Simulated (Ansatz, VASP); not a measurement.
# Al2O3 in VASP and in Ansatz

File POSCAR:

```
Al2O3
1.0
   -4.4376709900      4.4376709900      4.4376709900
    4.4376709900     -4.4376709900      4.4376709900
    4.4376709900      4.4376709900     -4.4376709900
Al O
16 24
Direct
    0.5000000000      0.0000000000      0.0000000000
    0.9621603400      0.2500000000      0.2121603400
    0.7878396600      0.0378396600      0.7500000000
    0.7121603400      0.4621603400      0.2500000000
    0.7500000000      0.7878396600      0.0378396600
    0.7500000000      0.2878396600      0.5378396600
    0.4621603400      0.2500000000      0.7121603400
    0.0000000000      0.5000000000      0.0000000000
    0.5000000000      0.5000000000      0.5000000000
    0.0000000000      0.0000000000      0.5000000000
    0.5378396600      0.7500000000      0.2878396600
    0.2500000000      0.7121603400      0.4621603400
    0.2500000000      0.2121603400      0.9621603400
    0.2878396600      0.5378396600      0.7500000000
    0.2121603400      0.9621603400      0.2500000000
    0.0378396600      0.7500000000      0.7878396600
    0.7706670600      0.0458728300      0.4971185000
    0.7293329400      0.2264514400      0.2752057700
    0.2735485600      0.0028815000      0.0487543300
    0.9541271700      0.5028815000      0.2293329400
    0.4541271700      0.2247942300      0.4512456700
    0.7735485600      0.7247942300      0.2706670600
    0.0487543300      0.2735485600      0.0028815000
    0.4512456700      0.4541271700      0.2247942300
    0.7247942300      0.2706670600      0.7735485600
    0.7752057700      0.5487543300      0.5458728300
    0.0028815000      0.0487543300      0.2735485600
    0.4971185000      0.7706670600      0.0458728300
    0.9971185000      0.9512456700      0.7264514400
    0.2247942300      0.4512456700      0.4541271700
    0.2752057700      0.7293329400      0.2264514400
    0.5028815000      0.2293329400      0.9541271700
    0.5487543300      0.5458728300      0.7752057700
    0.9512456700      0.7264514400      0.9971185000
    0.5458728300      0.7752057700      0.5487543300
    0.2264514400      0.2752057700      0.7293329400
    0.0458728300      0.4971185000      0.7706670600
    0.7264514400      0.9971185000      0.9512456700
    0.2293329400      0.9541271700      0.5028815000
    0.2706670600      0.7735485600      0.7247942300
```

File INCAR.step1:

```
PREC = Accurate
ENCUT = 520
ISMEAR = -1
SIGMA = 0.02
LREAL = Auto
LASPH = True
NELM = 80
NBANDS = 122
GGA = PE
ALGO = Normal
EDIFF = 1E-4
LWAVE = True
LCHARG = False
```

File INCAR.step2:

```
PREC = Accurate
ENCUT = 520
EDIFF = 1E-8
ISMEAR = -1
SIGMA = 0.02
LREAL = Auto
LASPH = True
NELM = 80
ALGO = Normal
ISIF = 2
LWAVE = False
LCHARG = False
METAGGA = R2SCAN
LMIXTAU = True
LEFG = True
NBANDS = 122
ISTART = 1
```

Contents of KPOINTS:

```
regular mesh
0
Gamma
  4 4 4
```

Input for Ansatz:

```yaml
crystal:
  lattice:
    - [-4.43767099, 4.43767099, 4.43767099]
    - [4.43767099, -4.43767099, 4.43767099]
    - [4.43767099, 4.43767099, -4.43767099]
  atoms:
    - { symbol: Al, position: [0.5, 0.0, 0.0] }
    - { symbol: Al, position: [0.96216034, 0.25, 0.21216034] }
    - { symbol: Al, position: [0.78783966, 0.03783966, 0.75] }
    - { symbol: Al, position: [0.71216034, 0.46216034, 0.25] }
    - { symbol: Al, position: [0.75, 0.78783966, 0.03783966] }
    - { symbol: Al, position: [0.75, 0.28783966, 0.53783966] }
    - { symbol: Al, position: [0.46216034, 0.25, 0.71216034] }
    - { symbol: Al, position: [0.0, 0.5, 0.0] }
    - { symbol: Al, position: [0.5, 0.5, 0.5] }
    - { symbol: Al, position: [0.0, 0.0, 0.5] }
    - { symbol: Al, position: [0.53783966, 0.75, 0.28783966] }
    - { symbol: Al, position: [0.25, 0.71216034, 0.46216034] }
    - { symbol: Al, position: [0.25, 0.21216034, 0.96216034] }
    - { symbol: Al, position: [0.28783966, 0.53783966, 0.75] }
    - { symbol: Al, position: [0.21216034, 0.96216034, 0.25] }
    - { symbol: Al, position: [0.03783966, 0.75, 0.78783966] }
    - { symbol: O, position: [0.77066706, 0.04587283, 0.4971185] }
    - { symbol: O, position: [0.72933294, 0.22645144, 0.27520577] }
    - { symbol: O, position: [0.27354856, 0.0028815, 0.04875433] }
    - { symbol: O, position: [0.95412717, 0.5028815, 0.22933294] }
    - { symbol: O, position: [0.45412717, 0.22479423, 0.45124567] }
    - { symbol: O, position: [0.77354856, 0.72479423, 0.27066706] }
    - { symbol: O, position: [0.04875433, 0.27354856, 0.0028815] }
    - { symbol: O, position: [0.45124567, 0.45412717, 0.22479423] }
    - { symbol: O, position: [0.72479423, 0.27066706, 0.77354856] }
    - { symbol: O, position: [0.77520577, 0.54875433, 0.54587283] }
    - { symbol: O, position: [0.0028815, 0.04875433, 0.27354856] }
    - { symbol: O, position: [0.4971185, 0.77066706, 0.04587283] }
    - { symbol: O, position: [0.9971185, 0.95124567, 0.72645144] }
    - { symbol: O, position: [0.22479423, 0.45124567, 0.45412717] }
    - { symbol: O, position: [0.27520577, 0.72933294, 0.22645144] }
    - { symbol: O, position: [0.5028815, 0.22933294, 0.95412717] }
    - { symbol: O, position: [0.54875433, 0.54587283, 0.77520577] }
    - { symbol: O, position: [0.95124567, 0.72645144, 0.9971185] }
    - { symbol: O, position: [0.54587283, 0.77520577, 0.54875433] }
    - { symbol: O, position: [0.22645144, 0.27520577, 0.72933294] }
    - { symbol: O, position: [0.04587283, 0.4971185, 0.77066706] }
    - { symbol: O, position: [0.72645144, 0.9971185, 0.95124567] }
    - { symbol: O, position: [0.22933294, 0.95412717, 0.5028815] }
    - { symbol: O, position: [0.27066706, 0.77354856, 0.72479423] }
kpoints:
  mp_grid: { grid: [4, 4, 4] }
scf:
  occupations: { method: fermi_dirac, width: 0.02 }
hamiltonian:
  xc: r2scan
  pseudopotentials: { kind: paw }
output:
  forces: true
  stress: true
  populations: true
  efg:
    quadrupole_moments_barn: { Al: 0.1466, O: -0.02558 }
    contact_densities: true
```

Alike in both runs: task electric field gradients; functional r2SCAN; k mesh 4 × 4 × 4; occupations fermi-dirac, width 0.02 eV; no spin polarisation.

|  | VASP | Ansatz |
| --- | --- | --- |
| version | VASP 6.6.1 | Ansatz 0.2.0 |
| potentials or method | VASP PAW PBE potentials, release 64 (Al, O) | plane-wave PAW, scalar-relativistic |
| plane-wave cutoff (eV) | 520 | 500 |
| valence electrons in the cell | 192 | 192 |

|  | VASP | Ansatz | Ansatz less VASP |
| --- | --- | --- | --- |
| gap on the k mesh at the Fermi level (eV) | 6.37 | 6.36 | -0.010 |
| pressure (GPa) | 0.4 | 0.9 | +0.45 |
| rms of the force components (eV/Å) | 0.009 | 0.013 | +0.0039 |
| size of Vzz on the site where it differs most (V/Å²) | 23.6 | 21.9 | -1.67 |

VASP's potentials were made for PBE, not for r2SCAN. Atom by atom the forces differ by 0.006 eV/Å (rms over components).
